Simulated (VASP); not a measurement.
## Rh: single point with PBEsol

Rh:

```
Rh
1.0
     1.89000   -1.89000    0.00000
     1.89000    0.00000   -1.89000
     8.71469    8.71469    8.71469
Rh
6
Cartesian
  3.1499 -0.6301 -0.6301
  6.9299 6.9299 6.9299
  3.1499 1.2599 1.2599
  6.9299 3.1499 3.1499
  3.1499 3.1499 3.1499
  6.9299 5.0399 5.0399
```

This cell differs from its parent crystal: the distance across one plane changed.

```
Program                : VASP 6.6.1
Task                   : single point
Functional             : PBEsol
Potentials or basis    : VASP PAW PBE potentials, release 64 (Rh_pv)
Cutoff                 : 520 eV
k mesh                 : 25 × 25 × 5
Occupations            : gaussian, width 0.15 eV
Spin                   : no spin polarisation
Dipole correction      : no
Further INCAR settings : ALGO = Fast; EDIFF = 1e-06; NBANDS = 54
```

The pressure is -5.1 GPa, the largest force is 0.264 eV/Å and the band gap on the k mesh is zero (bands 45 and 46 overlap by 1.75 eV).

Forces in eV/Å, atoms in the order of the input:
```
Rh   0.073  0.073  0.073
Rh  -0.073 -0.073 -0.073
Rh  -0.153 -0.153 -0.153
Rh   0.120  0.120  0.120
Rh  -0.120 -0.120 -0.120
Rh   0.153  0.153  0.153
```

Stress tensor (GPa, compression positive):
```
-5.07 -0.16 -0.16
-0.16 -5.07 -0.16
-0.16 -0.16 -5.07
```

Levels at points of the mesh, in eV from the Fermi level:
```
           k point  band 40  band 41  band 42  band 43  band 44  band 45  band 46  band 47  band 48  band 49
(0.00, 0.00, 0.00)    -2.25    -1.63    -1.05    -1.05    -1.02    -1.02    -0.74    -0.74    -0.23    -0.23
```

Run time: 35 min on 1 thread of Oxide Virtual Turin-like Processor, with other jobs on the host, peak memory 0.92 GiB.

Caveat: the cell differs from its parent crystal (the distance across one plane changed); the cell stands under tension; the PAW data sets were made with another functional, which shifts forces and pressure a little.
